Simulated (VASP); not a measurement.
SnGe2, 3 atoms in the cell. The typed cell holds 3 atoms: a = 6.029 Å, b = 6.029 Å, c = 3.462 Å, α = 73.32°, β = 73.31°, γ = 33.38°. 

```yaml
Program: VASP 6.6.1
Task: single point
Functional: PBE
Potentials_or_basis: VASP PAW PBE potentials, release 64 (Sn_d, Ge_d)
Cutoff: 520 eV
k_mesh: 14 × 14 × 14
Occupations: gaussian, width 0.1 eV
Spin: no spin polarisation
Dipole_correction: no
Further_INCAR_settings: ALGO = Normal; EDIFF = 1e-06; NBANDS = 28
```

Potentials or basis: VASP PAW PBE potentials, release 64 (Sn_d, Ge_d).

Command:

```sh
$ cat potpaw_PBE.64/Sn_d/POTCAR potpaw_PBE.64/Ge_d/POTCAR > POTCAR
$ mpirun -np 1 vasp_std > vasp.out
```

Hardware: 1 thread of Intel Xeon 8259CL, with other jobs on the host.

Question: How long does it take, and how much memory?

Answer: Run time: 25 min on 1 thread of Intel Xeon 8259CL, on a shared host, peak memory 0.79 GiB. Counts: scf iterations 12, k points 428.
